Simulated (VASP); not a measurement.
# HgTe (F-43m) in VASP: a series of runs

The runs below take HgTe through single point, with r2SCAN, PBEsol, PBE.

Everything below comes from runs of VASP 6.6.1. Logs are shortened: lines on timing, memory, paths and dates and some standing lists are left out, and cuts for length are marked.

## 1. The cell of the first run

It takes space group F-43m (No. 216, cubic). Conventional cell: a = 6.386 Å, b = 6.386 Å, c = 6.386 Å, α = 90.00°, β = 90.00°, γ = 90.00°. Hg (site symmetry -43m) has 4 Te at 2.77 Å within 3.6 Å. Te (site symmetry -43m) has 4 Hg at 2.77 Å within 3.6 Å.

## 2. Single point, r2SCAN

File POSCAR:

```
HgTe
1.0
    0.0000000000      3.1929255244      3.1929255244
    3.1929255244      0.0000000000      3.1929255244
    3.1929255244      3.1929255244      0.0000000000
Hg Te
1 1
Direct
    0.0000000000      0.0000000000      0.0000000000
    0.7500000000      0.7500000000      0.7500000000
```

File INCAR.step1:

```
ALGO = Normal
EDIFF = 1E-4
ENCUT = 520
GGA = PE
ISMEAR = -1
LASPH = T
LCHARG = F
LREAL = F
LWAVE = T
NBANDS = 16
NELM = 80
PREC = Accurate
SIGMA = 0.05
```

File INCAR.step2:

```
ALGO = Normal
EDIFF = 1E-6
ENCUT = 520
ISIF = 2
ISMEAR = -1
ISTART = 1
LASPH = T
LCHARG = F
LMIXTAU = T
LREAL = F
LWAVE = F
METAGGA = R2SCAN
NBANDS = 16
NELM = 80
PREC = Accurate
SIGMA = 0.05
```

File KPOINTS:

```
k-points
0
Gamma
  7 7 7
```

Potentials or basis: VASP PAW PBE potentials, release 64 (Hg, Te).

Run with:

```console
$ cat potpaw_PBE.64/Hg/POTCAR potpaw_PBE.64/Te/POTCAR > POTCAR
$ cp INCAR.step1 INCAR
$ mpirun -np 1 vasp_std > vasp.out
$ cp INCAR.step2 INCAR
$ mpirun -np 1 vasp_std > vasp.out
```

OUTCAR:

```text
EDIFF = 1E-6
   ENCUT = 520
   ISIF = 2
   ISMEAR = -1
   ISTART = 1
   LASPH = T
   LREAL = F
   METAGGA = R2SCAN
   NELM = 80
   PREC = Accurate

 ion  position               nearest neighbor table
   1  0.000  0.000  0.000-   2 2.77   2 2.77   2 2.77   2 2.77
   2  0.750  0.750  0.750-   1 2.77   1 2.77   1 2.77   1 2.77

  LATTYP: Found a face centered cubic cell.
 ALAT       =     6.3858510488

  Lattice vectors:

 A1 = (   0.0000000000,   3.1929255244,   3.1929255244)
 A2 = (   3.1929255244,   0.0000000000,   3.1929255244)
 A3 = (   3.1929255244,   3.1929255244,   0.0000000000)

Analysis of symmetry for initial positions (statically):
=====================================================================
 Subroutine PRICEL returns:
 Original cell was already a primitive cell.

 Routine SETGRP: Setting up the symmetry group for a
 face centered cubic supercell.

 Subroutine GETGRP returns: Found 24 space group operations
 (whereof 24 operations were pure point group operations)
 out of a pool of 48 trial point group operations.

The static configuration has the point symmetry T_d .

Analysis of symmetry for dynamics (positions and initial velocities):
=====================================================================
 Subroutine PRICEL returns:
 Original cell was already a primitive cell.

 Routine SETGRP: Setting up the symmetry group for a
 face centered cubic supercell.

 Subroutine GETGRP returns: Found 24 space group operations
 (whereof 24 operations were pure point group operations)
 out of a pool of 48 trial point group operations.

The dynamic configuration has the point symmetry T_d .

 Subroutine INISYM returns: Found 24 space group operations
 (whereof 24 operations are pure point group operations),
 and found     1 'primitive' translations

----------------------------------------------------------------------------------------

                                     Primitive cell

  volume of cell :      65.1023

  direct lattice vectors                    reciprocal lattice vectors
     0.000000000  3.192925524  3.192925524    -0.156596199  0.156596199  0.156596199
     3.192925524  0.000000000  3.192925524     0.156596199 -0.156596199  0.156596199
     3.192925524  3.192925524  0.000000000     0.156596199  0.156596199 -0.156596199

  length of vectors
     4.515478580  4.515478580  4.515478580     0.271232573  0.271232573  0.271232573

  position of ions in fractional coordinates (direct lattice)
     0.000000000  0.000000000  0.000000000
     0.750000000  0.750000000  0.750000000

  ion indices of the primitive-cell ions
   primitive index   ion index
                 1           1
                 2           2

----------------------------------------------------------------------------------------

 KPOINTS: k-points

Automatic generation of k-mesh.
 Grid dimensions read from file:
 generate k-points for:    7    7    7

 Generating k-lattice:

  Cartesian coordinates                     Fractional coordinates (reciprocal lattice)
    -0.022370886  0.022370886  0.022370886     0.142857143  0.000000000  0.000000000
     0.022370886 -0.022370886  0.022370886     0.000000000  0.142857143  0.000000000
     0.022370886  0.022370886 -0.022370886     0.000000000  0.000000000  0.142857143

  Length of vectors
     0.038747510  0.038747510  0.038747510

  Shift w.r.t. Gamma in fractional coordinates (k-lattice)
     0.000000000  0.000000000  0.000000000

 Subroutine IBZKPT returns following result:
 ===========================================

 Found     20 irreducible k-points:

 Following reciprocal coordinates:
            Coordinates               Weight
  0.000000  0.000000  0.000000      1.000000
  0.142857  0.000000  0.000000      8.000000
  0.285714  0.000000  0.000000      8.000000
  0.428571  0.000000  0.000000      8.000000
  0.142857  0.142857  0.000000      6.000000
  0.285714  0.142857  0.000000     24.000000
[... 12 lines left out ...]
 -0.428571  0.428571  0.142857     24.000000
 -0.285714  0.428571  0.142857     24.000000
   k-points           NKPTS =     20   k-points in BZ     NKDIM =     20   number of bands    NBANDS=     16
   number of dos      NEDOS =    301   number of ions     NIONS =      2
   total plane-waves  NPLWV =  46656
   dimension x,y,z NGX =    36 NGY =   36 NGZ =   36
   dimension x,y,z NGXF=    72 NGYF=   72 NGZF=   72
   ions per type =               1   1
   NGX,Y,Z   is equivalent  to a cutoff of  13.25, 13.25, 13.25 a.u.
   NGXF,Y,Z  is equivalent  to a cutoff of  26.51, 26.51, 26.51 a.u.
 SYSTEM =  unknown system
   PREC   = accura    normal or accurate (medium, high low for compatibility)
   ISTART =      1    job   : 0-new  1-cont  2-samecut
   ICHARG =      0    charge: 1-file 2-atom 10-const
   ISPIN  =      1    spin polarized calculation?
   LNONCOLLINEAR =      F non collinear calculations
   LSORBIT =      F    spin-orbit coupling
   LASPH  =      T    aspherical Exc in radial PAW
   ENCUT  =  520.0 eV  38.22 Ry    6.18 a.u.   8.40  8.40  8.40*2*pi/ulx,y,z
   NELM   =     80;   NELMIN=  2; NELMDL=  0     # of ELM steps
   EDIFF  = 0.1E-05   stopping-criterion for ELM
   LREAL  =      F    real-space projection
   EDIFFG = 0.1E-04   stopping-criterion for IOM
   NSW    =      0    number of steps for IOM
   IBRION =     -1    ionic relax: 0-MD 1-quasi-New 2-CG
   NFREE  =      0    steps in history (QN), initial steepest desc. (CG)
   ISIF   =      2    stress and relaxation
   ISYM   =      2    0-nonsym 1-usesym 2-fastsym
   POTIM  = 0.5000    time-step for ionic-motion
   TEBEG  =    0.0;   TEEND  =   0.0 temperature during run
   PSTRESS=    0.0 pullay stress
   NELECT =      18.0000    total number of electrons
   NUPDOWN=      -1.0000    fix difference up-down
   EMIN   =  10.00;   EMAX   =-10.00  energy-range for DOS
   EFERMI =   0.00;   METHOD = LEGACY
   ISMEAR =    -1;   SIGMA  =   0.05  broadening in eV -4-tet -1-fermi 0-gaus
   EFERMI_NEDOS =   21; number of points for ismear=-14 and -15
   IALGO  =     38    algorithm
   IMIX   =      4    mixing-type and parameters
     AMIX     =   0.40;   BMIX     =  1.00
     AMIX_MAG =   1.60;   BMIX_MAG =  1.00
  volume/ion in A,a.u.               =      32.55       219.67
  Fermi-wavevector in a.u.,A,eV,Ry     =   1.066515  2.015421 15.475998  1.137454
  Thomas-Fermi vector in A             =   2.202102
   LORBIT       =      0    0 simple, 1 ext, 2 COOP (PROOUT), +10 PAW based schemes
   METAGGA = R2SCAN    functional components
   LHFCALC =     F    Hartree Fock is set to
   AEXX    =    0.0000 exact exchange contribution
   IVDW    =     0    specifies the selected vdW correction
   LEPSILON=     F    determine dielectric tensor
   LRPA    =     F    only Hartree local field effects (RPA)
 non-spin polarized calculation
  energy-cutoff  :      520.00
  volume of cell :       65.10
 maximum number of plane-waves:      1807
 NGX is ok and might be reduce to    36
   NGX = 17   NGY = 17   NGZ = 17

 number of electron      17.9999998 magnetization

 Free energy of the ion-electron system (eV)
  ---------------------------------------------------
  ext. energy  EPLUGINS =         0.00000000
  ---------------------------------------------------
  free energy    TOTEN  =       -75.08265642 eV

  energy without entropy =      -75.08200034  energy(sigma->0) =      -75.08232838

 E-fermi :   3.3146     XC(G=0):  -9.4949

 val. band max:        3.2757287834   @ k =   0.0000   0.0000   0.0000
 cond. band min:       4.2563172749   @ k =   0.4286   0.0000   0.0000
 fundamental gap:      0.9805884915
 Fermi energy:         3.3145689102

 k-point     1 :       0.0000    0.0000    0.0000
  band No.  band energies     occupation
      1      -9.4206      2.00000
      2      -4.6002      2.00000
      3      -4.6002      2.00000
      4      -4.6002      2.00000
      5      -3.9775      2.00000
      6      -3.9775      2.00000
[... 8 lines left out ...]
     15      13.3633      0.00000
     16      13.3633      0.00000

 k-point     2 :       0.1429    0.0000    0.0000
  band No.  band energies     occupation
      1      -9.3079      2.00000
      2      -4.5686      2.00000
      3      -4.5686      2.00000
      4      -4.5571      2.00000
      5      -3.9803      2.00000
      6      -3.9803      2.00000
[... 8 lines left out ...]
     15      12.3754      0.00000
     16      12.3754      0.00000

 k-point     3 :       0.2857    0.0000    0.0000
  band No.  band energies     occupation
      1      -9.0388      2.00000
      2      -4.5039      2.00000
      3      -4.5039      2.00000
      4      -4.3481      2.00000
      5      -3.9759      2.00000
      6      -3.9759      2.00000
[... 8 lines left out ...]
     15      12.3501      0.00000
     16      12.3501      0.00000

 k-point     4 :       0.4286    0.0000    0.0000
  band No.  band energies     occupation
      1      -8.8060      2.00000
      2      -4.4617      2.00000
      3      -4.4617      2.00000
      4      -3.9578      2.00000
      5      -3.9578      2.00000
      6      -3.8336      2.00000
[... 8 lines left out ...]
     15      13.4922      0.00000
     16      13.4922      0.00000
[... 248 lines left out ...]
 k-point    18 :      -0.4286    0.2857    0.1429
  band No.  band energies     occupation
      1      -8.6603      2.00000
      2      -4.3972      2.00000
      3      -4.3626      2.00000
      4      -4.0655      2.00000
      5      -3.9648      2.00000
      6      -3.6426      2.00000
[... 8 lines left out ...]
     15      13.7627      0.00000
     16      14.4058      0.00000

 k-point    19 :      -0.4286    0.4286    0.1429
  band No.  band energies     occupation
      1      -8.5809      2.00000
      2      -4.3680      2.00000
      3      -4.2832      2.00000
      4      -4.1560      2.00000
      5      -3.9408      2.00000
      6      -3.5165      2.00000
[... 8 lines left out ...]
     15      14.6559      0.00000
     16      15.1173      0.00000

 k-point    20 :      -0.2857    0.4286    0.1429
  band No.  band energies     occupation
      1      -8.5610      2.00000
      2      -4.3585      2.00000
      3      -4.2951      2.00000
      4      -4.0582      2.00000
      5      -3.9943      2.00000
      6      -3.3376      2.00000
[... 8 lines left out ...]
     15      13.9652      0.00000
     16      15.8400      0.00000

------------------------ aborting loop because EDIFF is reached ----------------------------------------

  FORCE on cell =-STRESS in cart. coord.  units (eV):
  Direction    XX          YY          ZZ          XY          YZ          ZX
  --------------------------------------------------------------------------------------
  -------------------------------------------------------------------------------------
  Total        1.8091714      1.8091714      1.8091714      0.0000000      0.0000000     -0.0000000
  in kB       44.5239753     44.5239753     44.5239753      0.0000000      0.0000000     -0.0000000
  external PRESSURE =      44.5239753 kB  Pullay stress =       0.0000000 kB

 VOLUME and BASIS-vectors are now :
 -----------------------------------------------------------------------------
  energy-cutoff  :      520.00
  volume of cell :       65.10
      direct lattice vectors                 reciprocal lattice vectors
     0.000000000  3.192925524  3.192925524    -0.156596199  0.156596199  0.156596199
     3.192925524  0.000000000  3.192925524     0.156596199 -0.156596199  0.156596199
     3.192925524  3.192925524  0.000000000     0.156596199  0.156596199 -0.156596199

 POSITION                                       TOTAL-FORCE (eV/Angst)
 -----------------------------------------------------------------------------------
      0.00000      0.00000      0.00000         0.000000      0.000000      0.000000
      4.78939      4.78939      4.78939        -0.000000     -0.000000     -0.000000
 -----------------------------------------------------------------------------------
    total drift:                                0.000000      0.000000      0.000000

  FREE ENERGIE OF THE ION-ELECTRON SYSTEM (eV)
  ---------------------------------------------------
  free  energy   TOTEN  =       -75.0826564204 eV

  energy  without entropy=      -75.0820003404  energy(sigma->0) =      -75.08232838
```

Wall time 3.3 min (1 thread of Intel Xeon 8259CL, shared host); peak memory 0.22 GiB.

What came out:

```
Free energy            : -75.0827 eV
Pressure               : 4.5 GPa
Band gap on the k mesh : zero (filled and empty bands touch)
```

Levels at points of the mesh, in eV from the Fermi level:
```csv
k point,band 7,band 8,band 9,band 10,band 11,band 12
"(0.00, 0.00, 0.00)",-0.35,-0.04,-0.04,-0.04,4.44,4.44
```

Caveat: the cell stands under pressure; semilocal functionals underestimate gaps, and a narrow one can read as zero; the PAW data sets were made with another functional, which shifts forces and pressure a little; spin-orbit coupling is left out, which moves the levels of the heavy elements.

(Part 1 of 2 ends here.)

The gap in the log of VASP goes by the Fermi energy; the results here count the filled bands.